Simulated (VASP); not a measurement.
# PbSe (R-3m) in VASP: further runs

Runs on PbSe. Level: PBEsol. Tasks: electric field gradients.

Everything below comes from runs of VASP 6.6.1. Logs are shortened: lines on timing, memory, paths and dates and some standing lists are left out, and cuts for length are marked.

## 1. The cell of the first run

Symmetry: R-3m, No. 166, trigonal system. Conventional cell: a = 4.352 Å, b = 4.352 Å, c = 10.502 Å, α = 90.00°, β = 90.00°, γ = 120.00°. Within 4.0 Å of Pb (site symmetry -3m) lie 6 Se at 3.06 Å. Se (site symmetry -3m) has 6 Pb at 3.06 Å within 4.0 Å.

## 2. Electric field gradients, PBEsol (equal xy, yz and zx shear strains of -1 %)

File INCAR:

```
SYSTEM = PbSe
  PREC = Accurate
  ENCUT = 520
  EDIFF = 1E-8
  ISMEAR = -1
  SIGMA = 0.02
  LREAL = .False.
  LASPH = .True.
  NELM = 80
  ALGO = Normal
  ISIF = 2
  LWAVE = .False.
  LCHARG = .False.
  GGA = PS
  LEFG = .True.
  NBANDS = 17
```

File KPOINTS:

```
regular mesh
0
Gamma
  7 7 7
  0 0 0
```

File POSCAR:

```
PbSe
1.0
   -0.0306215000      3.0468392500      3.0468392500
    3.0468392500     -0.0306215000      3.0468392500
    3.0468392500      3.0468392500     -0.0306215000
Pb Se
1 1
Direct
    0.0000000000      0.0000000000      0.0000000000
    0.5000000000      0.5000000000      0.5000000000
```

Potentials or basis: VASP PAW PBE potentials, release 64 (Pb_d, Se).

The run is started by

```console
cat potpaw_PBE.64/Pb_d/POTCAR potpaw_PBE.64/Se/POTCAR > POTCAR
mpirun -np 1 vasp_std > vasp.out
```

OUTCAR:

```text
SYSTEM = PbSe
   PREC = Accurate
   ENCUT = 520
   EDIFF = 1E-8
   ISMEAR = -1
   LREAL = .False.
   LASPH = .True.
   NELM = 80
   ISIF = 2
   GGA = PS

 ion  position               nearest neighbor table
   1  0.000  0.000  0.000-   2 3.06   2 3.06   2 3.06   2 3.06   2 3.06   2 3.06
   2  0.500  0.500  0.500-   1 3.06   1 3.06   1 3.06   1 3.06   1 3.06   1 3.06

  LATTYP: Found a trigonal (rhomboedric) cell.
 ALAT       =     4.3089901957
 COS(alpha) =     0.4899250057

  Lattice vectors:

 A1 = (  -0.0306215000,   3.0468392500,   3.0468392500)
 A2 = (   3.0468392500,  -0.0306215000,   3.0468392500)
 A3 = (   3.0468392500,   3.0468392500,  -0.0306215000)

Analysis of symmetry for initial positions (statically):
=====================================================================
 Subroutine PRICEL returns:
 Original cell was already a primitive cell.

 Routine SETGRP: Setting up the symmetry group for a
 trigonal (rhombohedral) supercell.

 Subroutine GETGRP returns: Found 12 space group operations
 (whereof 12 operations were pure point group operations)
 out of a pool of 12 trial point group operations.

The static configuration has the point symmetry D_3d.

Analysis of symmetry for dynamics (positions and initial velocities):
=====================================================================
 Subroutine PRICEL returns:
 Original cell was already a primitive cell.

 Routine SETGRP: Setting up the symmetry group for a
 trigonal (rhombohedral) supercell.

 Subroutine GETGRP returns: Found 12 space group operations
 (whereof 12 operations were pure point group operations)
 out of a pool of 12 trial point group operations.

The dynamic configuration has the point symmetry D_3d.

 Subroutine INISYM returns: Found 12 space group operations
 (whereof 12 operations are pure point group operations),
 and found     1 'primitive' translations

----------------------------------------------------------------------------------------

                                     Primitive cell

  volume of cell :      57.4218

  direct lattice vectors                    reciprocal lattice vectors
    -0.030621500  3.046839250  3.046839250    -0.161651045  0.163292173  0.163292173
     3.046839250 -0.030621500  3.046839250     0.163292173 -0.161651045  0.163292173
     3.046839250  3.046839250 -0.030621500     0.163292173  0.163292173 -0.161651045

  length of vectors
     4.308990196  4.308990196  4.308990196     0.281886019  0.281886019  0.281886019

  position of ions in fractional coordinates (direct lattice)
     0.000000000  0.000000000  0.000000000
     0.500000000  0.500000000  0.500000000

  ion indices of the primitive-cell ions
   primitive index   ion index
                 1           1
                 2           2

----------------------------------------------------------------------------------------

 KPOINTS: regular mesh

Automatic generation of k-mesh.
 Grid dimensions read from file:
 generate k-points for:    7    7    7

 Generating k-lattice:

  Cartesian coordinates                     Fractional coordinates (reciprocal lattice)
    -0.023093006  0.023327453  0.023327453     0.142857143  0.000000000  0.000000000
     0.023327453 -0.023093006  0.023327453     0.000000000  0.142857143  0.000000000
     0.023327453  0.023327453 -0.023093006     0.000000000  0.000000000  0.142857143

  Length of vectors
     0.040269431  0.040269431  0.040269431

  Shift w.r.t. Gamma in fractional coordinates (k-lattice)
     0.000000000  0.000000000  0.000000000

 Subroutine IBZKPT returns following result:
 ===========================================

 Found     44 irreducible k-points:

 Following reciprocal coordinates:
            Coordinates               Weight
  0.000000  0.000000  0.000000      1.000000
  0.142857  0.000000 -0.000000      6.000000
  0.285714 -0.000000 -0.000000      6.000000
  0.428571  0.000000 -0.000000      6.000000
  0.142857  0.142857 -0.000000      6.000000
  0.285714  0.142857 -0.000000     12.000000
[... 16 lines left out ...]
  0.285714  0.285714  0.142857      6.000000
  0.428571  0.285714  0.142857     12.000000
 [... further k-points ...]
   k-points           NKPTS =     44   k-points in BZ     NKDIM =     44   number of bands    NBANDS=     17
   number of dos      NEDOS =    301   number of ions     NIONS =      2
   total plane-waves  NPLWV =  32768
   dimension x,y,z NGX =    32 NGY =   32 NGZ =   32
   dimension x,y,z NGXF=    64 NGYF=   64 NGZF=   64
   ions per type =               1   1
   NGX,Y,Z   is equivalent  to a cutoff of  12.35, 12.35, 12.35 a.u.
   NGXF,Y,Z  is equivalent  to a cutoff of  24.69, 24.69, 24.69 a.u.
 SYSTEM =  PbSe
   PREC   = accura    normal or accurate (medium, high low for compatibility)
   ISTART =      0    job   : 0-new  1-cont  2-samecut
   ICHARG =      2    charge: 1-file 2-atom 10-const
   ISPIN  =      1    spin polarized calculation?
   LNONCOLLINEAR =      F non collinear calculations
   LSORBIT =      F    spin-orbit coupling
   LASPH  =      T    aspherical Exc in radial PAW
   ENCUT  =  520.0 eV  38.22 Ry    6.18 a.u.   8.01  8.01  8.01*2*pi/ulx,y,z
   NELM   =     80;   NELMIN=  2; NELMDL= -5     # of ELM steps
   EDIFF  = 0.1E-07   stopping-criterion for ELM
   LREAL  =      F    real-space projection
   EDIFFG = 0.1E-06   stopping-criterion for IOM
   NSW    =      0    number of steps for IOM
   IBRION =     -1    ionic relax: 0-MD 1-quasi-New 2-CG
   NFREE  =      0    steps in history (QN), initial steepest desc. (CG)
   ISIF   =      2    stress and relaxation
   ISYM   =      2    0-nonsym 1-usesym 2-fastsym
   POTIM  = 0.5000    time-step for ionic-motion
   TEBEG  =    0.0;   TEEND  =   0.0 temperature during run
   PSTRESS=    0.0 pullay stress
   NELECT =      20.0000    total number of electrons
   NUPDOWN=      -1.0000    fix difference up-down
   EMIN   =  10.00;   EMAX   =-10.00  energy-range for DOS
   EFERMI =   0.00;   METHOD = LEGACY
   ISMEAR =    -1;   SIGMA  =   0.02  broadening in eV -4-tet -1-fermi 0-gaus
   EFERMI_NEDOS =   21; number of points for ismear=-14 and -15
   IALGO  =     38    algorithm
   IMIX   =      4    mixing-type and parameters
     AMIX     =   0.40;   BMIX     =  1.00
     AMIX_MAG =   1.60;   BMIX_MAG =  1.00
  volume/ion in A,a.u.               =      28.71       193.75
  Fermi-wavevector in a.u.,A,eV,Ry     =   1.151841  2.176664 18.051367  1.326738
  Thomas-Fermi vector in A             =   2.288496
   LORBIT       =      0    0 simple, 1 ext, 2 COOP (PROOUT), +10 PAW based schemes
   GGA     = PS    functional components
   LHFCALC =     F    Hartree Fock is set to
   AEXX    =    0.0000 exact exchange contribution
   IVDW    =     0    specifies the selected vdW correction
   LEPSILON=     F    determine dielectric tensor
   LRPA    =     F    only Hartree local field effects (RPA)
 non-spin polarized calculation
  energy-cutoff  :      520.00
  volume of cell :       57.42
 maximum number of plane-waves:      1560
   NGX = 17   NGY = 17   NGZ = 17

 number of electron      20.0000000 magnetization

 Free energy of the ion-electron system (eV)
  ---------------------------------------------------
  ext. energy  EPLUGINS =         0.00000000
  ---------------------------------------------------
  free energy    TOTEN  =        -8.91797331 eV

  energy without entropy =       -8.91797331  energy(sigma->0) =       -8.91797331

 E-fermi :   5.0118     XC(G=0):  -9.7140

 val. band max:        4.6356305251   @ k =   0.4286   0.0000  -0.0000
 cond. band min:       5.3667088942   @ k =   0.4286   0.4286   0.4286
 fundamental gap:      0.7310783691
 Fermi energy:         5.0117755571

 k-point     1 :       0.0000    0.0000    0.0000
  band No.  band energies     occupation
      1     -11.8536      2.00000
      2     -11.8536      2.00000
      3     -11.8525      2.00000
      4     -11.8481      2.00000
      5     -11.8481      2.00000
      6      -8.7035      2.00000
[... 9 lines left out ...]
     16      11.4799      0.00000
     17      12.9031      0.00000
[... 441 lines left out ...]
 k-point    24 :       0.4286    0.2857    0.1429
  band No.  band energies     occupation
      1     -11.9022      2.00000
      2     -11.8545      2.00000
      3     -11.8527      2.00000
      4     -11.8251      2.00000
      5     -11.8236      2.00000
      6      -7.7962      2.00000
[... 9 lines left out ...]
     16      14.7387      0.00000
     17      15.6117      0.00000

 [... further k-points ...]

------------------------ aborting loop because EDIFF is reached ----------------------------------------

  FORCE on cell =-STRESS in cart. coord.  units (eV):
  Direction    XX          YY          ZZ          XY          YZ          ZX
  --------------------------------------------------------------------------------------
  -------------------------------------------------------------------------------------
  Total       -0.2231726     -0.2231726     -0.2231726      0.0616558      0.0616558      0.0616558
  in kB       -6.2269417     -6.2269417     -6.2269417      1.7203137      1.7203137      1.7203137
  external PRESSURE =      -6.2269417 kB  Pullay stress =       0.0000000 kB

 VOLUME and BASIS-vectors are now :
 -----------------------------------------------------------------------------
  energy-cutoff  :      520.00
  volume of cell :       57.42
      direct lattice vectors                 reciprocal lattice vectors
    -0.030621500  3.046839250  3.046839250    -0.161651045  0.163292173  0.163292173
     3.046839250 -0.030621500  3.046839250     0.163292173 -0.161651045  0.163292173
     3.046839250  3.046839250 -0.030621500     0.163292173  0.163292173 -0.161651045

 POSITION                                       TOTAL-FORCE (eV/Angst)
 -----------------------------------------------------------------------------------
      0.00000      0.00000      0.00000         0.000000     -0.000000     -0.000000
      3.03153      3.03153      3.03153        -0.000000      0.000000      0.000000
 -----------------------------------------------------------------------------------
    total drift:                                0.000000     -0.000000     -0.000000

  FREE ENERGIE OF THE ION-ELECTRON SYSTEM (eV)
  ---------------------------------------------------
  free  energy   TOTEN  =        -8.9179733088 eV

  energy  without entropy=       -8.9179733087  energy(sigma->0) =       -8.91797331

 Electric field gradients (V/A^2)
---------------------------------------------------------------------
 ion       V_xx      V_yy      V_zz      V_xy      V_xz      V_yz
---------------------------------------------------------------------
   1       0.000     0.000     0.000     0.992     0.992     0.992
   2       0.000    -0.000    -0.000    -3.418    -3.418    -3.418
---------------------------------------------------------------------

 Electric field gradients after diagonalization (V/A^2)
 (convention: |V_zz| > |V_xx| > |V_yy|)
----------------------------------------------------------------------
 ion       V_xx      V_yy      V_zz     asymmetry (V_yy - V_xx)/ V_zz
----------------------------------------------------------------------
   1      -0.992    -0.992     1.983       0.000
   2       3.418     3.418    -6.835       0.000
----------------------------------------------------------------------

           NMR quadrupolar parameters

 Cq : quadrupolar parameter    Cq=e*Q*V_zz/h
 eta: asymmetry parameters     (V_yy - V_xx)/ V_zz
 Q  : nuclear electric quadrupole moment in mb (millibarn)
----------------------------------------------------------------------
 ion       Cq(MHz)       eta       Q (mb)
----------------------------------------------------------------------
   1       0.005       0.000       1.000
   2      -0.017       0.000       1.000
----------------------------------------------------------------------
```

Run time: 58 s. Hardware: 1 thread of Intel Xeon 8259CL, shared host; peak memory 0.2 GiB.

Results:

```yaml
Free_energy: -8.9180 eV
Pressure: -0.6 GPa
Band_gap_on_the_k_mesh: 0.73 eV (least direct gap 0.80 eV)
Largest_electric_field_gradient_by_atom: Pb +2.0; Se -6.8 V/Å²
```

Electric field gradients, principal values (V/Å²):
```tsv
atom	least	middle	greatest (by size)
1 Pb	-0.992	-0.992	1.983
2 Se	3.418	3.418	-6.835
```

Caveat: the cell differs from its parent crystal (equal xy, yz and zx shear strains of -1 %); without QUAD_EFG the Cq values of the log hold for a quadrupole moment of 1 mb, not for the nuclei; the PAW data sets were made with another functional, which shifts forces and pressure a little; spin-orbit coupling is left out, which moves the levels of the heavy elements; an odd mesh through Γ misses points on the zone boundary, where band edges can lie.

## 3. Electric field gradients, PBEsol (equal xy, yz and zx shear strains of +2 %)

File INCAR:

```
PREC = Accurate
ENCUT = 520
EDIFF = 1E-8
ISMEAR = -1
SIGMA = 0.02
LREAL = F
LASPH = T
NELM = 100
ALGO = Normal
ISIF = 2
LWAVE = F
LCHARG = F
GGA = PS
LEFG = T
NBANDS = 17
```

File KPOINTS:

```
Automatic mesh
0
Gamma
  7 7 7
```

File POSCAR:

```
PbSe
1.0
    0.0612430000      3.0927715000      3.0927715000
    3.0927715000      0.0612430000      3.0927715000
    3.0927715000      3.0927715000      0.0612430000
Pb Se
1 1
Direct
    0.0000000000      0.0000000000      0.0000000000
    0.5000000000      0.5000000000      0.5000000000
```

Potentials or basis: VASP PAW PBE potentials, release 64 (Pb_d, Se).

The run is started by

```console
cat potpaw_PBE.64/Pb_d/POTCAR potpaw_PBE.64/Se/POTCAR > POTCAR
mpirun -np 1 vasp_std > vasp.out
```

OUTCAR:

```text
PREC = Accurate
   ENCUT = 520
   EDIFF = 1E-8
   ISMEAR = -1
   LREAL = F
   LASPH = T
   NELM = 100
   ISIF = 2
   GGA = PS

 ion  position               nearest neighbor table
   1  0.000  0.000  0.000-   2 3.06   2 3.06   2 3.06   2 3.06   2 3.06   2 3.06
   2  0.500  0.500  0.500-   1 3.06   1 3.06   1 3.06   1 3.06   1 3.06   1 3.06

  LATTYP: Found a trigonal (rhomboedric) cell.
 ALAT       =     4.3742681454
 COS(alpha) =     0.5197000882

  Lattice vectors:

 A1 = (   0.0612430000,   3.0927715000,   3.0927715000)
 A2 = (   3.0927715000,   0.0612430000,   3.0927715000)
 A3 = (   3.0927715000,   3.0927715000,   0.0612430000)

Analysis of symmetry for initial positions (statically):
=====================================================================
 Subroutine PRICEL returns:
 Original cell was already a primitive cell.

 Routine SETGRP: Setting up the symmetry group for a
 trigonal (rhombohedral) supercell.

[... 669 lines left out ...]
      direct lattice vectors                 reciprocal lattice vectors
     0.061243000  3.092771500  3.092771500    -0.166550293  0.163316307  0.163316307
     3.092771500  0.061243000  3.092771500     0.163316307 -0.166550293  0.163316307
     3.092771500  3.092771500  0.061243000     0.163316307  0.163316307 -0.166550293

 POSITION                                       TOTAL-FORCE (eV/Angst)
 -----------------------------------------------------------------------------------
      0.00000      0.00000      0.00000        -0.000000      0.000000      0.000000
      3.12339      3.12339      3.12339         0.000000     -0.000000     -0.000000
 -----------------------------------------------------------------------------------
    total drift:                               -0.000000      0.000000      0.000000

  FREE ENERGIE OF THE ION-ELECTRON SYSTEM (eV)
  ---------------------------------------------------
  free  energy   TOTEN  =        -8.9151192412 eV

  energy  without entropy=       -8.9151192402  energy(sigma->0) =       -8.91511924

 Electric field gradients (V/A^2)
---------------------------------------------------------------------
 ion       V_xx      V_yy      V_zz      V_xy      V_xz      V_yz
---------------------------------------------------------------------
   1       0.000    -0.000     0.000    -1.743    -1.743    -1.743
   2       0.000     0.000    -0.000     6.842     6.842     6.842
---------------------------------------------------------------------

 Electric field gradients after diagonalization (V/A^2)
 (convention: |V_zz| > |V_xx| > |V_yy|)
----------------------------------------------------------------------
 ion       V_xx      V_yy      V_zz     asymmetry (V_yy - V_xx)/ V_zz
----------------------------------------------------------------------
   1       1.743     1.743    -3.487       0.000
   2      -6.842    -6.842    13.685       0.000
----------------------------------------------------------------------

           NMR quadrupolar parameters

 Cq : quadrupolar parameter    Cq=e*Q*V_zz/h
 eta: asymmetry parameters     (V_yy - V_xx)/ V_zz
 Q  : nuclear electric quadrupole moment in mb (millibarn)
----------------------------------------------------------------------
 ion       Cq(MHz)       eta       Q (mb)
----------------------------------------------------------------------
   1      -0.008       0.000       1.000
   2       0.033       0.000       1.000
----------------------------------------------------------------------
```

OSZICAR:

```text
N       E                     dE             d eps       ncg     rms          rms(c)
DAV:   1     0.155050763291E+03    0.15505E+03   -0.94835E+03  1504   0.120E+03
DAV:   2     0.264809555688E+01   -0.15240E+03   -0.14705E+03  1574   0.305E+02
DAV:   3    -0.891277253866E+01   -0.11561E+02   -0.11449E+02  1945   0.891E+01
DAV:   4    -0.917352998741E+01   -0.26076E+00   -0.26056E+00  1814   0.148E+01
DAV:   5    -0.918207273795E+01   -0.85428E-02   -0.85424E-02  2087   0.269E+00    0.266E+00
DAV:   6    -0.892195658557E+01    0.26012E+00   -0.64228E-01  2309   0.579E+00    0.150E+00
DAV:   7    -0.891482603301E+01    0.71306E-02   -0.10003E-01  1807   0.159E+00    0.800E-01
DAV:   8    -0.891545818079E+01   -0.63215E-03   -0.10332E-02  1849   0.108E+00    0.135E-01
DAV:   9    -0.891509638508E+01    0.36180E-03   -0.23234E-03  2303   0.436E-01    0.453E-02
DAV:  10    -0.891511957722E+01   -0.23192E-04   -0.15418E-04  1705   0.719E-02    0.161E-02
DAV:  11    -0.891511931412E+01    0.26310E-06   -0.25085E-05  2037   0.485E-02    0.482E-03
DAV:  12    -0.891511923585E+01    0.78276E-07   -0.16136E-06  2048   0.141E-02    0.926E-04
DAV:  13    -0.891511924125E+01   -0.54017E-08   -0.61166E-08  1965   0.294E-03
   1 F= -.89151192E+01 E0= -.89151192E+01  d E =-.105450E-08
```

Wall time 94 s (1 thread of Intel Xeon 8259CL, shared host); peak memory 0.22 GiB.

Results:

```
Free energy                             : -8.9151 eV
Pressure                                : -0.6 GPa
Band gap on the k mesh                  : 0.66 eV (least direct gap 0.80 eV)
Largest electric field gradient by atom : Pb -3.5; Se +13.7 V/Å²
```

Levels at points of the mesh, in eV from the valence-band top:
```
           k point  band 6  band 7  band 8  band 9  band 10  band 11  band 12  band 13  band 14  band 15
(0.00, 0.00, 0.00)  -13.43   -6.17   -1.86   -1.61    -1.61     4.83     4.83     4.88     6.37     6.75
```

Electric field gradients, principal values (V/Å²):
```
atom   least  middle  greatest (by size)
1 Pb   1.743   1.743              -3.487
2 Se  -6.842  -6.842              13.685
```

Caveat: the cell differs from its parent crystal (equal xy, yz and zx shear strains of +2 %); without QUAD_EFG the Cq values of the log hold for a quadrupole moment of 1 mb, not for the nuclei; the PAW data sets were made with another functional, which shifts forces and pressure a little; spin-orbit coupling is left out, which moves the levels of the heavy elements; an odd mesh through Γ misses points on the zone boundary, where band edges can lie.

(Part 1 of 2 ends here.)
